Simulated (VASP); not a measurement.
# GaCo (Pm-3m) in VASP: a series of runs, part 3 of 3

VASP 6.6.1. The steps go on from the part before.

## (6) Single point, LDA (volume scaled by 0.92)

Input file INCAR:

```
PREC = Accurate ; ENCUT = 520
EDIFF = 1E-6 ; ISMEAR = -1
SIGMA = 0.08 ; LREAL = F
LASPH = T ; NELM = 80
ALGO = Normal ; ISIF = 2
LWAVE = F ; LCHARG = T
GGA = CA ; LELF = T
LVHAR = T ; NBANDS = 18
```

Input file KPOINTS:

```
regular mesh
0
Gamma
  11 11 11
```

Input file POSCAR:

```
GaCo
1.0
    2.7991106419      0.0000000000      0.0000000000
    0.0000000000      2.7991106419      0.0000000000
    0.0000000000      0.0000000000      2.7991106419
Ga Co
1 1
Direct
    0.5000000000      0.5000000000      0.5000000000
    0.0000000000      0.0000000000      0.0000000000
```

Potentials or basis: VASP PAW LDA potentials, release 64 (Ga_d, Co).

Command:

```console
$ cat potpaw_LDA.64/Ga_d/POTCAR potpaw_LDA.64/Co/POTCAR > POTCAR
$ mpirun -np 1 vasp_std > vasp.out
```

OUTCAR:

```text
PREC = Accurate
   ENCUT = 520
   EDIFF = 1E-6
   ISMEAR = -1
   LREAL = F
   LASPH = T
   NELM = 80
   ISIF = 2
   GGA = CA

 ion  position               nearest neighbor table
   1  0.500  0.500  0.500-   2 2.42   2 2.42   2 2.42   2 2.42   2 2.42   2 2.42   2 2.42   2 2.42

   2  0.000  0.000  0.000-   1 2.42   1 2.42   1 2.42   1 2.42   1 2.42   1 2.42   1 2.42   1 2.42

  LATTYP: Found a simple cubic cell.
 ALAT       =     2.7991106419

  Lattice vectors:

 A1 = (   2.7991106419,   0.0000000000,   0.0000000000)
 A2 = (   0.0000000000,   2.7991106419,   0.0000000000)
 A3 = (   0.0000000000,   0.0000000000,   2.7991106419)

Analysis of symmetry for initial positions (statically):
=====================================================================
 Subroutine PRICEL returns:
 Original cell was already a primitive cell.

 Routine SETGRP: Setting up the symmetry group for a
 simple cubic supercell.

 Subroutine GETGRP returns: Found 48 space group operations
 (whereof 48 operations were pure point group operations)
 out of a pool of 48 trial point group operations.

The static configuration has the point symmetry O_h .

Analysis of symmetry for dynamics (positions and initial velocities):
=====================================================================
 Subroutine PRICEL returns:
 Original cell was already a primitive cell.

 Routine SETGRP: Setting up the symmetry group for a
 simple cubic supercell.

 Subroutine GETGRP returns: Found 48 space group operations
 (whereof 48 operations were pure point group operations)
 out of a pool of 48 trial point group operations.

The dynamic configuration has the point symmetry O_h .

 Subroutine INISYM returns: Found 48 space group operations
 (whereof 48 operations are pure point group operations),
 and found     1 'primitive' translations

----------------------------------------------------------------------------------------

[... 103 lines left out ...]
   NELECT =      22.0000    total number of electrons
   NUPDOWN=      -1.0000    fix difference up-down
   EMIN   =  10.00;   EMAX   =-10.00  energy-range for DOS
   EFERMI =   0.00;   METHOD = LEGACY
   ISMEAR =    -1;   SIGMA  =   0.08  broadening in eV -4-tet -1-fermi 0-gaus
   EFERMI_NEDOS =   21; number of points for ismear=-14 and -15
   IALGO  =     38    algorithm
   IMIX   =      4    mixing-type and parameters
     AMIX     =   0.40;   BMIX     =  1.00
     AMIX_MAG =   1.60;   BMIX_MAG =  1.00
  volume/ion in A,a.u.               =      10.97        74.00
  Fermi-wavevector in a.u.,A,eV,Ry     =   1.638811  3.096905 36.541208  2.685703
  Thomas-Fermi vector in A             =   2.729722
   LORBIT       =      0    0 simple, 1 ext, 2 COOP (PROOUT), +10 PAW based schemes
   GGA     = CA    functional components
   LHFCALC =     F    Hartree Fock is set to
   AEXX    =    0.0000 exact exchange contribution
   IVDW    =     0    specifies the selected vdW correction
   LEPSILON=     F    determine dielectric tensor
   LRPA    =     F    only Hartree local field effects (RPA)
 non-spin polarized calculation
  energy-cutoff  :      520.00
  volume of cell :       21.93
 maximum number of plane-waves:       619
 NGX is ok and might be reduce to    24
   NGX = 11   NGY = 11   NGZ = 11

 number of electron      21.9999989 magnetization

 Free energy of the ion-electron system (eV)
  ---------------------------------------------------
  ext. energy  EPLUGINS =         0.00000000
  ---------------------------------------------------
  free energy    TOTEN  =       -12.54054689 eV

  energy without entropy =      -12.51638016  energy(sigma->0) =      -12.52846353

 E-fermi :  10.6785     XC(G=0): -14.0367

 val. band max:       10.6380187360   @ k =   0.4545   0.3636   0.2727
 cond. band min:      10.7281627119   @ k =   0.4545   0.3636   0.0909
 fundamental gap:      0.0901439759
 Fermi energy:        10.6784934029

 k-point     1 :       0.0000    0.0000    0.0000
  band No.  band energies     occupation
      1      -4.7224      2.00000
      2      -4.7224      2.00000
      3      -4.2896      2.00000
      4      -4.2896      2.00000
      5      -4.2896      2.00000
      6      -2.0761      2.00000
[... 481 lines left out ...]
      5      -4.2969      2.00000
      6      -0.2618      2.00000
[... 10 lines left out ...]
     17      26.6317      0.00000
     18      26.8198      0.00000

 [... further k-points ...]
[... 5 lines left out ...]
  --------------------------------------------------------------------------------------
  -------------------------------------------------------------------------------------
  Total        0.4388858      0.4388858      0.4388858      0.0000000      0.0000000      0.0000000
  in kB       32.0628315     32.0628315     32.0628315      0.0000000      0.0000000      0.0000000
  external PRESSURE =      32.0628315 kB  Pullay stress =       0.0000000 kB

 VOLUME and BASIS-vectors are now :
 -----------------------------------------------------------------------------
  energy-cutoff  :      520.00
  volume of cell :       21.93
      direct lattice vectors                 reciprocal lattice vectors
     2.799110642  0.000000000  0.000000000     0.357256332  0.000000000  0.000000000
     0.000000000  2.799110642  0.000000000     0.000000000  0.357256332  0.000000000
     0.000000000  0.000000000  2.799110642     0.000000000  0.000000000  0.357256332

 POSITION                                       TOTAL-FORCE (eV/Angst)
 -----------------------------------------------------------------------------------
      1.39956      1.39956      1.39956         0.000000      0.000000      0.000000
      0.00000      0.00000      0.00000         0.000000      0.000000      0.000000
 -----------------------------------------------------------------------------------
    total drift:                                0.000000      0.000000     -0.000000

  FREE ENERGIE OF THE ION-ELECTRON SYSTEM (eV)
  ---------------------------------------------------
  free  energy   TOTEN  =       -12.5405468927 eV

  energy  without entropy=      -12.5163801649  energy(sigma->0) =      -12.52846353
```

stdout:

```text
POSCAR found type information on POSCAR GaCo
 POSCAR found :  2 types and       2 ions
 scaLAPACK will be used
 LDA part: xc-table for (Slater(with rela. corr.)+CA(PZ))
 , standard interpolation
 POSCAR, INCAR and KPOINTS ok, starting setup
 FFT: planning ... GRIDC
 FFT: planning ... GRID_SOFT
 FFT: planning ... GRID
 WAVECAR not read
 entering main loop
```

It took 6.4 s on 1 thread of Intel Xeon 6975P-C (Granite Rapids), shared host; peak memory 0.14 GiB.

Results:

- Free energy: -12.5405 eV
- Pressure: 3.2 GPa
- Band gap on the k mesh: zero (band 11 reaches 11.99 eV, above the bottom of band 12 at 10.46 eV)

 Spin polarisation is off, so any magnetic state and its effect on volume and gap are missing.

## (7) Summary

```tsv
cell	gap on the mesh (eV)	pressure (GPa)
a = 2.506 Å, 2 atoms	none	170.7
a = 2.603 Å, 2 atoms	none	87.5
a = 2.672 Å, 2 atoms	none	48.3
a = 2.737 Å, 2 atoms	none	21.6
a = 2.799 Å, 2 atoms	none	3.2
```

Alike in all rows: task single point; level LDA; potentials or basis VASP PAW LDA potentials, release 64 (Ga_d, Co); no spin polarisation; k mesh 11 × 11 × 11; cutoff (eV) 520; smearing fermi-dirac 0.08 eV.

Absolute energies hang on the potentials; compare differences alone.
